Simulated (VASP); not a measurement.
A run of VASP 6.6.1 is set up as follows.

The input INCAR:

```
SYSTEM = CO2
ALGO     = Normal         ! electronic algorithm
EDIFF    = 1E-7           ! SCF threshold, eV
ENCUT    = 520            ! plane-wave cutoff, eV
GGA      = PE             ! functional
ISIF     = 2              ! what is computed and relaxed
ISMEAR   = 0              ! smearing method
ISPIN    = 2              ! spin polarisation
LASPH    = .TRUE.         ! aspherical terms in the spheres
LCHARG   = .FALSE.        ! write CHGCAR
LORBIT   = 11             ! projections on sites
LREAL    = .FALSE.        ! projectors in reciprocal space
LWAVE    = .FALSE.        ! write WAVECAR
MAGMOM   = -0.26 -0.26 1.21 1.21 1.21 1.21 ! initial moments
NBANDS   = 29             ! bands
NELM     = 150            ! most SCF steps
PREC     = Accurate       ! precision mode
SIGMA    = 0.1            ! smearing width, eV
```

The input KPOINTS:

```
k-points
0
G
  6 6 4
  0 0 0
```

File POSCAR:

```
CO2
1.0
    2.3343153444      0.0000000000      0.0000000000
    0.0000000000      2.3343153444      0.0000000000
    0.0000000000      0.0000000000     10.0652022539
C O
2 4
Direct
    0.0000000000      0.0000000000      0.0000000000
    0.5000000000      0.5000000000      0.5000000000
    0.0000000000      0.5000000000      0.0819317672
    0.0000000000      0.5000000000      0.5819317672
    0.5000000000      0.0000000000      0.4180682328
    0.5000000000      0.0000000000      0.9180682328
```

Potentials or basis: VASP PAW PBE potentials, release 64 (C, O).

The run is started by

```console
$ cat potpaw_PBE.64/C/POTCAR potpaw_PBE.64/O/POTCAR > POTCAR
$ mpirun -np 1 vasp_std > vasp.out
```

(1) Estimate the band gap on the k mesh.

(2) Predict the net moment.

(3) Estimate the largest force.

Answers

(1) 3.88 eV, indirect (least direct gap 4.30 eV).

(2) 0.00 μB per cell.

(3) 0.143 eV/Å.

Caveat: the k points lie up to 0.45 Å⁻¹ apart.
